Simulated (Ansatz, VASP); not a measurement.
This is a calculation of Ga for VASP 6.6.1.

File POSCAR:

```
Ga
1.0
    2.7597743949      0.0000000000      0.0000000000
    0.0000000000      3.2595839063      0.0000000000
   -1.3344145108      0.0000000000      3.9634920125
Ga
2
Direct
    0.1345962700      0.7500000000      0.7701668300
    0.8654037300      0.2500000000      0.2298331700
```

Contents of INCAR.step1:

```
SYSTEM = Ga
PREC     = Accurate       ! precision mode
ENCUT    = 520            ! plane-wave cutoff, eV
ISMEAR   = -1             ! smearing method
SIGMA    = 0.05           ! smearing width, eV
LREAL    = .False.        ! projectors in reciprocal space
LASPH    = .True.         ! aspherical terms in the spheres
NELM     = 60             ! most SCF steps
NBANDS   = 20             ! bands
GGA      = PE             ! functional
ALGO     = Normal         ! electronic algorithm
EDIFF    = 1E-4           ! SCF threshold, eV
LWAVE    = .True.         ! write WAVECAR
LCHARG   = .False.        ! write CHGCAR
```

INCAR.step2

```
SYSTEM = Ga
PREC     = Accurate       ! precision mode
ENCUT    = 520            ! plane-wave cutoff, eV
EDIFF    = 1E-6           ! SCF threshold, eV
ISMEAR   = -1             ! smearing method
SIGMA    = 0.05           ! smearing width, eV
LREAL    = .False.        ! projectors in reciprocal space
LASPH    = .True.         ! aspherical terms in the spheres
NELM     = 60             ! most SCF steps
ALGO     = Normal         ! electronic algorithm
ISIF     = 2              ! what is computed and relaxed
LWAVE    = .False.        ! write WAVECAR
LCHARG   = .False.        ! write CHGCAR
METAGGA  = R2SCAN         ! meta-GGA
LMIXTAU  = .True.       
NBANDS   = 20             ! bands
ISTART   = 1
```

KPOINTS

```
regular mesh
0
Gamma
  10 8 7
  0 0 0
```

Potentials or basis: VASP PAW PBE potentials, release 64 (Ga_d).

Command:

```bash
$ cat potpaw_PBE.64/Ga_d/POTCAR > POTCAR
$ cp INCAR.step1 INCAR
$ mpirun -np 1 vasp_std > vasp.out
$ cp INCAR.step2 INCAR
$ mpirun -np 1 vasp_std > vasp.out
```

Task: Set up the same calculation for Ansatz 0.2.0. Potentials there: Ansatz PAW.

Result: As run (the cutoff follows the program's own potentials):

File input.yaml:

```yaml
crystal:
  lattice:
    - [2.7597743949, 0.0, 0.0]
    - [0.0, 3.2595839063, 0.0]
    - [-1.3344145108, 0.0, 3.9634920125]
  atoms:
    - { symbol: Ga, position: [0.13459627, 0.75, 0.77016683] }
    - { symbol: Ga, position: [0.86540373, 0.25, 0.22983317] }
hamiltonian:
  xc: r2scan
  pseudopotentials: { kind: paw }
kpoints:
  mp_grid: { grid: [10, 8, 7] }
scf:
  occupations: { method: fermi_dirac, width: 0.05 }
output:
  forces: true
  stress: true
  eigenvalues: true
```

Potentials or basis: Ansatz PAW.

Run with:

```sh
$ ansatz run input.yaml --threads 2 --pin off --max-ram 5632MiB --backend cpu --events-out ev --progress --plain --runs-dir out
```

Both were run:

|  | VASP | Ansatz | Ansatz less VASP |
| --- | --- | --- | --- |
| gap on the k mesh at the Fermi level (eV) | none | none | - |
| pressure (GPa) | 1.2 | 1.2 | -0.02 |
| traceless stress, the component that is largest in VASP (GPa) | 0.76 | 0.74 | -0.019 |
| rms of the force components (eV/Å) | 0.039 | 0.034 | -0.0050 |

VASP's potentials were made for PBE, not for r2SCAN. Atom by atom the forces differ by 0.005 eV/Å (rms over components). A gap of «none» marks a metal or a gap that the smearing closes. The functional is the same, so the differences come from potentials, cutoffs and numerics.
